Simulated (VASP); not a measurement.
Write the native input for VASP 6.6.1 that does the following.

| Item | Value |
| --- | --- |
| Task | single point |
| Functional | PBEsol |
| Potentials or basis | VASP PAW PBE potentials, release 64 (Ba_sv, F_h) |
| Cutoff | 1350 eV |
| k mesh | 6 × 6 × 6 |
| Occupations | fermi-dirac, width 0.02 eV |
| Spin | no spin polarisation |
| Dipole correction | no |
| Further INCAR settings | ALGO = Normal; EDIFF = 1e-06; NBANDS = 19 |

The structure of BaF2 lies in POSCAR:

```
BaF2
1.0
    0.0000000000      3.0690431900      3.0690431900
    3.0690431900      0.0000000000      3.0690431900
    3.0690431900      3.0690431900      0.0000000000
Ba F
1 2
Direct
    0.0000000000      0.0000000000      0.0000000000
    0.7500000000      0.7500000000      0.7500000000
    0.2500000000      0.2500000000      0.2500000000
```

These files were run (other wordings do the same):

INCAR

```
PREC = Accurate
ENCUT = 1350
EDIFF = 1E-6
ISMEAR = -1
SIGMA = 0.02
LREAL = F
LASPH = T
NELM = 120
ALGO = Normal
ISIF = 2
LWAVE = F
LCHARG = F
GGA = PS
NBANDS = 19
GGA_COMPAT = F
```

KPOINTS

```
Automatic mesh
0
Gamma
  6 6 6
```

Potentials or basis: VASP PAW PBE potentials, release 64 (Ba_sv, F_h).

The run is started by

```bash
$ cat potpaw_PBE.64/Ba_sv/POTCAR potpaw_PBE.64/F_h/POTCAR > POTCAR
$ mpirun -np 1 vasp_std > vasp.out
```

It gave:

```json
{"Pressure": "1.2 GPa", "Band gap on the k mesh": "6.77 eV (least direct gap 6.85 eV)"}
```

Caveat: the PAW data sets were made with another functional, which shifts forces and pressure a little; spin-orbit coupling is left out, which moves the levels of the heavy elements.

Wall time 54 s on 1 thread of AMD EPYC 7R13 Processor (Zen 3), with other jobs on the host, peak memory 0.39 GiB.
